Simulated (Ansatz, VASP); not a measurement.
BN: VASP beside Ansatz

File POSCAR:

```
BN
1.0
    0.0000000000      1.8048137551      1.8770063053
    1.8048137551      0.0000000000      1.8770063053
    1.8048137551      1.8048137551      0.0000000000
B N
1 1
Direct
    0.0000000000      0.0000000000      0.0000000000
    0.7500000000      0.7500000000      0.7500000000
```

File INCAR.step1:

```
SYSTEM = BN
  PREC = Accurate
  ENCUT = 520
  ISMEAR = 0
  SIGMA = 0.05
  LREAL = .False.
  LASPH = .True.
  NELM = 60
  NBANDS = 11
  GGA = PE
  ALGO = Normal
  EDIFF = 1E-4
  LWAVE = .True.
  LCHARG = .False.
```

INCAR.step2

```
SYSTEM = BN
  PREC = Accurate
  ENCUT = 520
  EDIFF = 1E-7
  ISMEAR = 0
  SIGMA = 0.05
  LREAL = .False.
  LASPH = .True.
  NELM = 60
  ALGO = Normal
  ISIF = 2
  LWAVE = .False.
  LCHARG = .True.
  METAGGA = R2SCAN
  LMIXTAU = .True.
  LELF = .True.
  LVHAR = .True.
  NBANDS = 11
  ISTART = 1
```

The input KPOINTS:

```
regular mesh
0
Gamma
  12 12 12
  0 0 0
```

Input for Ansatz:

```yaml
crystal:
  lattice:
    - [0.0, 1.8048137551, 1.8770063053]
    - [1.8048137551, 0.0, 1.8770063053]
    - [1.8048137551, 1.8048137551, 0.0]
  atoms:
    - { symbol: B, position: [0.0, 0.0, 0.0] }
    - { symbol: "N", position: [0.75, 0.75, 0.75] }
basis:
  ecutwfc: 500
kpoints:
  mp_grid: { grid: [12, 12, 12] }
hamiltonian:
  xc: r2scan
scf:
  occupations: { method: gaussian, width: 0.05 }
output:
  forces: true
  stress: true
  eigenvalues: true
  write_density: true
  write_potential: true
  elf: true
  volumetric_format: npy
```

Change from the starting cell: strain +0.000 along x and y, +0.040 along z, atoms carried along.

Alike in both runs: task single point; functional r2SCAN; k mesh 12 × 12 × 12; occupations gaussian, width 0.05 eV; no spin polarisation.

|  | VASP | Ansatz |
| --- | --- | --- |
| version | VASP 6.6.1 | Ansatz 0.2.0 |
| potentials or method | VASP PAW PBE potentials, release 64 (B, N), cutoff 520 eV | scalar-relativistic, plane waves, PAW |
| valence electrons in the cell | 8 | 8 |

VASP gave:

* gap on the k mesh at the Fermi level (eV): 4.58
* least direct gap on the mesh (eV): 9.14
* pressure (GPa): -13.3
* traceless stress, the component that is largest in VASP (GPa): -17.16

Problem. Estimate Ansatz's values.

Solution. gap on the k mesh at the Fermi level (eV): 4.60; least direct gap on the mesh (eV): 9.17; pressure (GPa): -14.3; traceless stress, the component that is largest in VASP (GPa): -17.20.

VASP's potentials were made for PBE, not for r2SCAN. With one functional, cell and mesh, what is left measures potentials, basis and numerics.
